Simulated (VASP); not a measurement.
# Si5Cl (P1) in VASP: single point with PBE

Aim: the single point of Si5Cl with PBE.

All numbers are computed with VASP 6.6.1; they aren't measurements. Logs are shortened: lines on timing, memory, paths and dates and some standing lists are left out, and cuts for length are marked.

## 1. The cell of the first run

The typed cell holds 12 atoms: a = 2.744 Å, b = 8.683 Å, c = 10.675 Å, α = 93.77°, β = 90.73°, γ = 93.01°.

## 2. Single point, PBE

File INCAR:

```
SYSTEM = Si5Cl
PREC     = Accurate       ! precision mode
ENCUT    = 520            ! plane-wave cutoff, eV
EDIFF    = 1E-6           ! SCF threshold, eV
ISMEAR   = 0              ! smearing method
SIGMA    = 0.1            ! smearing width, eV
LREAL    = .FALSE.        ! projectors in reciprocal space
LASPH    = .TRUE.         ! aspherical terms in the spheres
NELM     = 80             ! most SCF steps
ALGO     = Normal         ! electronic algorithm
ISIF     = 2              ! what is computed and relaxed
LWAVE    = .FALSE.        ! write WAVECAR
LCHARG   = .FALSE.        ! write CHGCAR
GGA      = PE             ! functional
NBANDS   = 39             ! bands
```

File KPOINTS:

```
Automatic mesh
0
G
  6 2 2
  0 0 0
```

File POSCAR:

```
Si5Cl
1.0
    2.7438906317     -0.0360016120     -0.0110513874
   -0.3421578309      8.6758725888     -0.0534165612
   -0.1005987804     -0.6403674722     10.6550465122
Si Cl
10 2
Direct
    0.9362299708      0.8836501922      0.1379476382
   -0.0260010326      0.6004243116      0.1275481044
   -0.0181132572      0.8401054224      0.9158763984
    0.0616819988      0.5588187967      0.8998696421
    0.9134709009      0.3898901534      0.2700800240
    0.8935356247      0.1095870343      0.2815620820
   -0.0133300723      0.6382159028      0.6847330798
    0.9335045922      0.9131713649      0.7030696668
    0.8605662428      0.0382748033      0.5014860009
    0.8268642896      0.5138648780      0.4789322580
    0.8844701333      0.2696771787      0.5982902853
    0.7471206090      0.7443199621      0.4006048198
```

Potentials or basis: VASP PAW PBE potentials, release 64 (Si, Cl).

The run is started by

```sh
$ cat potpaw_PBE.64/Si/POTCAR potpaw_PBE.64/Cl/POTCAR > POTCAR
$ mpirun -np 1 vasp_std > vasp.out
```

OUTCAR:

```text
SYSTEM = Si5Cl
   PREC = Accurate
   ENCUT = 520
   EDIFF = 1E-6
   ISMEAR = 0
   LREAL = .FALSE.
   LASPH = .TRUE.
   NELM = 80
   ISIF = 2
   GGA = PE

 ion  position               nearest neighbor table
   1  0.936  0.884  0.138-   3 2.38   6 2.42   2 2.46
   2  0.974  0.600  0.128-   4 2.45   5 2.45   1 2.46
   3  0.982  0.840  0.916-   1 2.38   8 2.40   4 2.46   7 2.93
   4  0.062  0.559  0.900-   7 2.45   2 2.45   3 2.46
   5  0.913  0.390  0.270-  10 2.43   6 2.44   2 2.45
   6  0.894  0.110  0.282-   1 2.42   5 2.44   9 2.47
   7  0.987  0.638  0.685-   8 2.39  10 2.41   4 2.45   3 2.93
   8  0.934  0.913  0.703-   7 2.39   3 2.40   9 2.48
   9  0.861  0.038  0.501-  11 2.20   6 2.47   8 2.48  12 2.71
  10  0.827  0.514  0.479-  12 2.24   7 2.41   5 2.43  11 2.56
  11  0.884  0.270  0.598-   9 2.20  10 2.56
  12  0.747  0.744  0.401-  10 2.24   9 2.71

  LATTYP: Found a triclinic cell.
 ALAT       =     8.9677113612
 B/A-ratio  =     0.3060032763
 C/A-ratio  =     1.1903534566
 COS(alpha) =     0.0126559122
 COS(beta)  =     0.0674955062
 COS(gamma) =     0.2551839776

  Lattice vectors:

 A1 = (   2.4017328008,   8.6398709768,  -0.0644679486)
 A2 = (   2.7438906317,  -0.0360016120,  -0.0110513874)
 A3 = (   0.1005987804,   0.6403674722, -10.6550465122)

Analysis of symmetry for initial positions (statically):
=====================================================================
 Subroutine PRICEL returns:
 Original cell was already a primitive cell.

 Routine SETGRP: Setting up the symmetry group for a
 triclinic supercell.

 Subroutine GETGRP returns: Found  1 space group operations
 (whereof  1 operations were pure point group operations)
 out of a pool of  2 trial point group operations.

The static configuration has the point symmetry C_1 .

Analysis of symmetry for dynamics (positions and initial velocities):
=====================================================================
 Subroutine PRICEL returns:
 Original cell was already a primitive cell.

 Routine SETGRP: Setting up the symmetry group for a
 triclinic supercell.

 Subroutine GETGRP returns: Found  1 space group operations
 (whereof  1 operations were pure point group operations)
 out of a pool of  2 trial point group operations.
[... 118 lines left out ...]
   ISIF   =      2    stress and relaxation
   ISYM   =      2    0-nonsym 1-usesym 2-fastsym
   POTIM  = 0.5000    time-step for ionic-motion
   TEBEG  =    0.0;   TEEND  =   0.0 temperature during run
   PSTRESS=    0.0 pullay stress
   NELECT =      54.0000    total number of electrons
   NUPDOWN=      -1.0000    fix difference up-down
   EMIN   =  10.00;   EMAX   =-10.00  energy-range for DOS
   EFERMI =   0.00;   METHOD = LEGACY
   ISMEAR =     0;   SIGMA  =   0.10  broadening in eV -4-tet -1-fermi 0-gaus
   EFERMI_NEDOS =   21; number of points for ismear=-14 and -15
   IALGO  =     38    algorithm
   IMIX   =      4    mixing-type and parameters
     AMIX     =   0.40;   BMIX     =  1.00
     AMIX_MAG =   1.60;   BMIX_MAG =  1.00
  volume/ion in A,a.u.               =      21.12       142.51
  Fermi-wavevector in a.u.,A,eV,Ry     =   0.977830  1.847830 13.009221  0.956151
  Thomas-Fermi vector in A             =   2.108558
   LORBIT       =      0    0 simple, 1 ext, 2 COOP (PROOUT), +10 PAW based schemes
   GGA     = PE    functional components
   LHFCALC =     F    Hartree Fock is set to
   AEXX    =    0.0000 exact exchange contribution
   IVDW    =     0    specifies the selected vdW correction
   LEPSILON=     F    determine dielectric tensor
   LRPA    =     F    only Hartree local field effects (RPA)
 non-spin polarized calculation
 Gauss-broadening in eV      SIGMA  =   0.10
  energy-cutoff  :      520.00
  volume of cell :      253.41
 maximum number of plane-waves:      6860
   NGX = 11   NGY = 33   NGZ = 39

 number of electron      53.9999999 magnetization

 Free energy of the ion-electron system (eV)
  ---------------------------------------------------
  ext. energy  EPLUGINS =         0.00000000
  ---------------------------------------------------
  free energy    TOTEN  =       -53.98963627 eV

  energy without entropy =      -53.97787363  energy(sigma->0) =      -53.98375495

 E-fermi :   5.1623     XC(G=0):  -9.0780

 val. band max:        5.1251990888   @ k =   0.1667  -0.0000   0.0000
 cond. band min:       5.2888322316   @ k =   0.5000  -0.0000   0.0000
 fundamental gap:      0.1636331428
 Fermi energy:         5.1623421058

 k-point     1 :       0.0000    0.0000    0.0000
  band No.  band energies     occupation
      1     -11.8283      2.00000
      2     -11.6068      2.00000
      3      -6.8756      2.00000
      4      -5.8986      2.00000
      5      -5.6628      2.00000
      6      -5.2833      2.00000
[... 661 lines left out ...]
     38       8.6792      0.00000
     39       8.7475      0.00000

------------------------ aborting loop because EDIFF is reached ----------------------------------------

  FORCE on cell =-STRESS in cart. coord.  units (eV):
  Direction    XX          YY          ZZ          XY          YZ          ZX
  --------------------------------------------------------------------------------------
  -------------------------------------------------------------------------------------
  Total       -0.0446093     -0.0665598     -0.0494725      0.0102023     -0.1040995      0.0261194
  in kB       -0.2820378     -0.4208174     -0.3127851      0.0645027     -0.6581583      0.1651373
  external PRESSURE =      -0.3385468 kB  Pullay stress =       0.0000000 kB

 VOLUME and BASIS-vectors are now :
 -----------------------------------------------------------------------------
  energy-cutoff  :      520.00
  volume of cell :      253.41
      direct lattice vectors                 reciprocal lattice vectors
     2.743890632 -0.036001612 -0.011051387     0.364652404  0.014407638  0.004308735
    -0.342157831  8.675872589 -0.053416561     0.001541657  0.115365759  0.006948029
    -0.100598780 -0.640367472 10.655046512     0.000385945  0.000593303  0.093891543

 POSITION                                       TOTAL-FORCE (eV/Angst)
 -----------------------------------------------------------------------------------
      2.25269      7.54439      1.41229         0.003967      0.002576     -0.006188
      2.45428      5.09246      1.31619        -0.001259     -0.007594     -0.006423
      2.31461      6.66680      9.70298        -0.001341     -0.007254      0.003357
     -0.11248      4.26977      9.55762        -0.002031      0.011227      0.010531
      2.34589      3.17680      2.84679         0.004651     -0.013352      0.003970
      2.38594      0.73829      2.98433        -0.000751      0.017621     -0.015665
      2.42006      5.06308      7.25087        -0.002144      0.006846     -0.010949
      2.17826      7.43873      7.43215         0.010129     -0.008723      0.013634
      2.29775     -0.02005      5.33180         0.000532      0.030053      0.015263
      2.04482      4.12177      5.06646        -0.010833      0.050765     -0.021483
      2.27443      1.92472      6.35063        -0.009310     -0.048949     -0.004149
      1.75504      6.17419      4.22045         0.008389     -0.033216      0.018101
 -----------------------------------------------------------------------------------
    total drift:                                0.000180     -0.000205     -0.000105

  FREE ENERGIE OF THE ION-ELECTRON SYSTEM (eV)
  ---------------------------------------------------
  free  energy   TOTEN  =       -53.9896362670 eV

  energy  without entropy=      -53.9778736286  energy(sigma->0) =      -53.98375495
```

Run time: 2.1 min. Hardware: 1 thread of AMD EPYC 9R45 (Zen 5), shared host; peak memory 0.33 GiB.

Results:

```yaml
Free_energy: -53.9896 eV
Pressure: 0.0 GPa
Largest_force: 0.056 eV/Å
Band_gap_on_the_k_mesh: zero (bands 27 and 28 overlap by 2.73 eV)
```

Forces in eV/Å, atoms in the order of the input:
```
Si   0.004  0.003 -0.006
Si  -0.001 -0.008 -0.006
Si  -0.001 -0.007  0.003
Si  -0.002  0.011  0.011
Si   0.005 -0.013  0.004
Si  -0.001  0.018 -0.016
Si  -0.002  0.007 -0.011
Si   0.010 -0.009  0.014
Si   0.001  0.030  0.015
Si  -0.011  0.051 -0.021
Cl  -0.009 -0.049 -0.004
Cl   0.008 -0.033  0.018
```

Caveat: the k points lie up to 0.38 Å⁻¹ apart, too coarse for converged energies and pressures of a metal.
